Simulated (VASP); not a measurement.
# Sb (Fd-3m) in VASP: further runs

The runs below take Sb through single point, with LDA.

Everything below comes from runs of VASP 6.6.1. Logs are shortened: lines on timing, memory, paths and dates and some standing lists are left out, and cuts for length are marked.

## (1) The cell of the first run

Symmetry: Fd-3m, No. 227, cubic system. Conventional cell: a = 6.578 Å, b = 6.578 Å, c = 6.578 Å, α = 90.00°, β = 90.00°, γ = 90.00°. Sb (site symmetry -43m) has 4 Sb at 2.85 Å within 3.8 Å.

This isn't the form of Sb at room conditions, which is rhombohedral.

## (2) Single point, LDA (35.58 Å³/atom)

The input, POSCAR:

```
Sb
1.0
    0.0000000000      3.2888852867      3.2888852867
    3.2888852867      0.0000000000      3.2888852867
    3.2888852867      3.2888852867      0.0000000000
Sb
2
Direct
   -0.1250000000     -0.1250000000     -0.1250000000
    0.1250000000      0.1250000000      0.1250000000
```

The input, INCAR.step1:

```
PREC = Accurate
ENCUT = 520
EDIFF = 1E-7
ISMEAR = -1
SIGMA = 0.1
LREAL = False
LASPH = True
NELM = 80
ALGO = Normal
ISIF = 2
LWAVE = False
LCHARG = True
NBANDS = 12
```

The input, KPOINTS.step1:

```
Automatic mesh
0
Gamma
  10 10 10
```

The input, INCAR.step2:

```
PREC = Accurate
ENCUT = 520
EDIFF = 1E-7
ISMEAR = -5
SIGMA = 0.1
LREAL = False
LASPH = True
NELM = 80
ALGO = Normal
ISIF = 2
LWAVE = False
LCHARG = False
LORBIT = 10
NBANDS = 12
NEDOS = 1001
ICHARG = 11
```

The input, KPOINTS.step2:

```
Automatic mesh
0
Gamma
  15 15 15
```

Potentials or basis: VASP PAW LDA potentials, release 64 (Sb).

Command:

```sh
$ cat potpaw_LDA.64/Sb/POTCAR > POTCAR
$ cp INCAR.step1 INCAR
$ cp KPOINTS.step1 KPOINTS
$ mpirun -np 1 vasp_std > vasp.out
$ cp INCAR.step2 INCAR
$ cp KPOINTS.step2 KPOINTS
$ mpirun -np 1 vasp_std > vasp.out
```

OUTCAR:

```text
PREC = Accurate
   ENCUT = 520
   EDIFF = 1E-7
   ISMEAR = -5
   LREAL = False
   LASPH = True
   NELM = 80
   ISIF = 2
   LORBIT = 10
   ICHARG = 11

 ion  position               nearest neighbor table
   1  0.875  0.875  0.875-   2 2.85   2 2.85   2 2.85   2 2.85
   2  0.125  0.125  0.125-   1 2.85   1 2.85   1 2.85   1 2.85

  LATTYP: Found a face centered cubic cell.
 ALAT       =     6.5777705734

  Lattice vectors:

 A1 = (   0.0000000000,   3.2888852867,   3.2888852867)
 A2 = (   3.2888852867,   0.0000000000,   3.2888852867)
 A3 = (   3.2888852867,   3.2888852867,   0.0000000000)

Analysis of symmetry for initial positions (statically):
=====================================================================
 Subroutine PRICEL returns:
 Original cell was already a primitive cell.

 Routine SETGRP: Setting up the symmetry group for a
 face centered cubic supercell.

 Subroutine GETGRP returns: Found 48 space group operations
 (whereof 12 operations were pure point group operations)
 out of a pool of 48 trial point group operations.

The static configuration has the point symmetry D_3d.
 The point group associated with its full space group is O_h .

Analysis of symmetry for dynamics (positions and initial velocities):
=====================================================================
 Subroutine PRICEL returns:
 Original cell was already a primitive cell.

 Routine SETGRP: Setting up the symmetry group for a
 face centered cubic supercell.

 Subroutine GETGRP returns: Found 48 space group operations
 (whereof 12 operations were pure point group operations)
 out of a pool of 48 trial point group operations.

The dynamic configuration has the point symmetry D_3d.
 The point group associated with its full space group is O_h .

 Subroutine INISYM returns: Found 48 space group operations
 (whereof 12 operations are pure point group operations),
 and found     1 'primitive' translations

----------------------------------------------------------------------------------------

                                     Primitive cell

  volume of cell :      71.1502

  direct lattice vectors                    reciprocal lattice vectors
     0.000000000  3.288885287  3.288885287    -0.152027194  0.152027194  0.152027194
     3.288885287  0.000000000  3.288885287     0.152027194 -0.152027194  0.152027194
     3.288885287  3.288885287  0.000000000     0.152027194  0.152027194 -0.152027194

[... 100 lines left out ...]
   ISMEAR =    -5;   SIGMA  =   0.10  broadening in eV -4-tet -1-fermi 0-gaus
   EFERMI_NEDOS =   21; number of points for ismear=-14 and -15
   IALGO  =     38    algorithm
   IMIX   =      4    mixing-type and parameters
     AMIX     =   0.40;   BMIX     =  1.00
     AMIX_MAG =   1.60;   BMIX_MAG =  1.00
  volume/ion in A,a.u.               =      35.58       240.07
  Fermi-wavevector in a.u.,A,eV,Ry     =   0.851170  1.608477  9.857281  0.724490
  Thomas-Fermi vector in A             =   1.967261
   LORBIT       =     10    0 simple, 1 ext, 2 COOP (PROOUT), +10 PAW based schemes
   GGA     = CA    functional components
   LHFCALC =     F    Hartree Fock is set to
   AEXX    =    0.0000 exact exchange contribution
   IVDW    =     0    specifies the selected vdW correction
   LEPSILON=     F    determine dielectric tensor
   LRPA    =     F    only Hartree local field effects (RPA)
 non-spin polarized calculation
 Fermi weights with tetrahedron method with Bloechl corrections
  energy-cutoff  :      520.00
  volume of cell :       71.15
 maximum number of plane-waves:      1936

 number of electron       9.9999999 magnetization

 Free energy of the ion-electron system (eV)
  ---------------------------------------------------
  ext. energy  EPLUGINS =         0.00000000
  ---------------------------------------------------
  free energy    TOTEN  =        -8.67838458 eV

  energy without entropy =       -8.67838458  energy(sigma->0) =       -8.67838458

 E-fermi :   5.4765     XC(G=0):  -8.8509

 val. band max:        5.5298934269   @ k =  -0.4667   0.4000   0.1333
 cond. band min:       5.4420371025   @ k =   0.1333   0.1333   0.0000
 fundamental gap:     -0.0878563245
 Fermi energy:         5.4765285625

 k-point     1 :       0.0000    0.0000    0.0000
  band No.  band energies     occupation
      1      -7.1366      2.00000
      2       0.8896      2.00000
      3       3.4229      2.00000
      4       3.4229      2.00000
      5       3.4229      2.00000
      6       5.8751      0.00000
      7       5.8751      0.00000
      8       5.8751      0.00000
      9       9.2887      0.00000
     10      11.8734      0.00000
     11      11.8734      0.00000
     12      12.9621      0.00000
[... 331 lines left out ...]
 k-point    24 :       0.2000    0.1333    0.0000
  band No.  band energies     occupation
      1      -6.8021      2.00000
      2      -0.6363      2.00000
      3       2.6127      2.00000
      4       2.6386      2.00000
      5       4.5818      2.00000
      6       5.4238      1.04422
      7       7.0528      0.00000
      8       7.1202      0.00000
      9      10.1790      0.00000
     10      10.7148      0.00000
     11      12.0227      0.00000
     12      13.2703      0.00000

 [... further k-points ...]

------------------------ aborting loop because EDIFF is reached ----------------------------------------

  FORCE on cell =-STRESS in cart. coord.  units (eV):
  Direction    XX          YY          ZZ          XY          YZ          ZX
  --------------------------------------------------------------------------------------
  -------------------------------------------------------------------------------------
  Total        2.3644813      2.3644813      2.3644813      0.0000000     -0.0000000     -0.0000000
  in kB       53.2439540     53.2439540     53.2439540      0.0000000     -0.0000000     -0.0000000
  external PRESSURE =      53.2439540 kB  Pullay stress =       0.0000000 kB

 VOLUME and BASIS-vectors are now :
 -----------------------------------------------------------------------------
  energy-cutoff  :      520.00
  volume of cell :       71.15
      direct lattice vectors                 reciprocal lattice vectors
     0.000000000  3.288885287  3.288885287    -0.152027194  0.152027194  0.152027194
     3.288885287  0.000000000  3.288885287     0.152027194 -0.152027194  0.152027194
     3.288885287  3.288885287  0.000000000     0.152027194  0.152027194 -0.152027194

 POSITION                                       TOTAL-FORCE (eV/Angst)
 -----------------------------------------------------------------------------------
      5.75555      5.75555      5.75555         0.000000      0.000000      0.000000
      0.82222      0.82222      0.82222        -0.000000     -0.000000     -0.000000
 -----------------------------------------------------------------------------------
    total drift:                               -0.000000      0.000000      0.000000

  FREE ENERGIE OF THE ION-ELECTRON SYSTEM (eV)
  ---------------------------------------------------
  free  energy   TOTEN  =        -8.6783845796 eV

  energy  without entropy=       -8.6783845796  energy(sigma->0) =       -8.67838458

 total charge

# of ion       s       p       d       tot
------------------------------------------
    1        1.254   1.180   0.041   2.475
    2        1.254   1.180   0.041   2.475
--------------------------------------------------
tot          2.508   2.361   0.082   4.951
```

OUTCAR.step1:

```text
PREC = Accurate
   ENCUT = 520
   EDIFF = 1E-7
   ISMEAR = -1
   LREAL = False
[... 584 lines left out ...]
      5.75555      5.75555      5.75555         0.000000      0.000000     -0.000000
      0.82222      0.82222      0.82222        -0.000000     -0.000000      0.000000
 -----------------------------------------------------------------------------------
    total drift:                               -0.000000      0.000000      0.000000

  FREE ENERGIE OF THE ION-ELECTRON SYSTEM (eV)
  ---------------------------------------------------
  free  energy   TOTEN  =        -8.7001761872 eV

  energy  without entropy=       -8.6525958078  energy(sigma->0) =       -8.67638600
```

It took 2.4 min on 1 thread of Intel Xeon 8259CL, shared host; peak memory 0.22 GiB.

Results:

```
Valence electrons inside the program's atomic spheres : Sb 2.48
```

Levels at points of the mesh, in eV from the Fermi level:
| k point | band 2 | band 3 | band 4 | band 5 | band 6 | band 7 | band 8 | band 9 |
| --- | --- | --- | --- | --- | --- | --- | --- | --- |
| (0.00, 0.00, 0.00) | -4.59 | -2.05 | -2.05 | -2.05 | 0.40 | 0.40 | 0.40 | 3.81 |

Caveat: spin-orbit coupling is left out, which moves the levels of the heavy elements; tetrahedron occupations give inexact forces and stress in metals.

## (3) Single point, LDA (35.58 Å³/atom)

POSCAR is that of step 2.

The input, INCAR.step1:

```
  PREC = Accurate
  ENCUT = 520
  EDIFF = 1E-6
  ISMEAR = -1
  SIGMA = 0.1
  LREAL = F
  LASPH = T
  NELM = 80
  ALGO = Normal
  ISIF = 2
  LWAVE = F
  LCHARG = T
  GGA = CA
  NBANDS = 12
```

KPOINTS.step1 is that of step 2.

The input, INCAR.step2:

```
  PREC = Accurate
  ENCUT = 520
  EDIFF = 1E-6
  ISMEAR = -5
  SIGMA = 0.1
  LREAL = F
  LASPH = T
  NELM = 80
  ALGO = Normal
  ISIF = 2
  LWAVE = F
  LCHARG = F
  GGA = CA
  LORBIT = 11
  NBANDS = 12
  NEDOS = 2001
  ICHARG = 11
```

KPOINTS.step2 is that of step 2.

Potentials or basis: VASP PAW LDA potentials, release 64 (Sb).

Command:

```sh
$ cat potpaw_LDA.64/Sb/POTCAR > POTCAR
$ cp INCAR.step1 INCAR
$ cp KPOINTS.step1 KPOINTS
$ mpirun -np 1 vasp_std > vasp.out
$ cp INCAR.step2 INCAR
$ cp KPOINTS.step2 KPOINTS
$ mpirun -np 1 vasp_std > vasp.out
```

Run time: 2.1 min. Hardware: 1 thread of Intel Xeon 8259CL, shared host; peak memory 0.22 GiB.

Results (log left out):

- Valence electrons inside the program's atomic spheres: Sb 2.48

Levels at points of the mesh, in eV from the Fermi level:
```csv
k point,band 3,band 4,band 5,band 6,band 7,band 8
"(0.00, 0.00, 0.00)",-2.05,-2.05,-2.05,0.40,0.40,0.40
```

Caveat: spin-orbit coupling is left out, which moves the levels of the heavy elements; tetrahedron occupations give inexact forces and stress in metals.
